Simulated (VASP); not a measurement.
Sr3Mo:

```
CELL_PARAMETERS angstrom
6.17235 0.00000 0.00000
0.00000 6.17235 0.00000
0.00000 0.00000 6.17235
ATOMIC_POSITIONS crystal
Sr 0.00000 0.25000 0.50000
Sr 0.00000 0.75000 0.50000
Sr 0.25000 0.50000 0.00000
Sr 0.75000 0.50000 0.00000
Sr 0.50000 0.00000 0.25000
Sr 0.50000 0.00000 0.75000
Mo 0.50000 0.50000 0.50000
Mo 0.00000 0.00000 0.00000
```

The cell was generated, and may not be a known phase.

```yaml
Program: VASP 6.6.1
Task: relaxation of cell and atoms
Functional: PBE
Potentials_or_basis: VASP PAW PBE potentials, release 64 (Sr_sv, Mo_sv)
Cutoff: 500 eV
k_mesh: 4 × 4 × 4
Occupations: gaussian, width 0.1 eV
Spin: no spin polarisation
```

At the start: pressure 6.6 GPa; volume 29.39 Å³/atom.

Q: How do energy, volume and symmetry change on relaxing?

A: Over 3 steps the energy falls by 120.2 meV/atom and the volume is 36.33 Å³/atom (+23.6 %); space group Pm-3n (No. 223, to 0.1 Å) before and after.

Step by step:
```tsv
step	energy change (eV)	largest force (eV/Å)	pressure (GPa)	volume (Å³)
1	0.0000	0.0000	6.56	235.15
2	-0.9326	0.0000	0.91	278.54
3	-0.9615	0.0000	-0.12	290.63
```

Final structure:
```xyz
8
Lattice="6.6239 0.0000 0.0000 0.0000 6.6239 0.0000 0.0000 0.0000 6.6239" Properties=species:S:1:pos:R:3 pbc="T T T"
Sr    0.0000    1.6560    3.3120
Sr    0.0000    4.9679    3.3120
Sr    1.6560    3.3120    0.0000
Sr    4.9679    3.3120    0.0000
Sr    3.3120    0.0000    1.6560
Sr    3.3120    6.6239    4.9679
Mo    3.3120    3.3120    3.3120
Mo    0.0000    6.6239    0.0000
```

Caveat: the volume moved by over 15 % at a fixed basis, so the end points are rough.
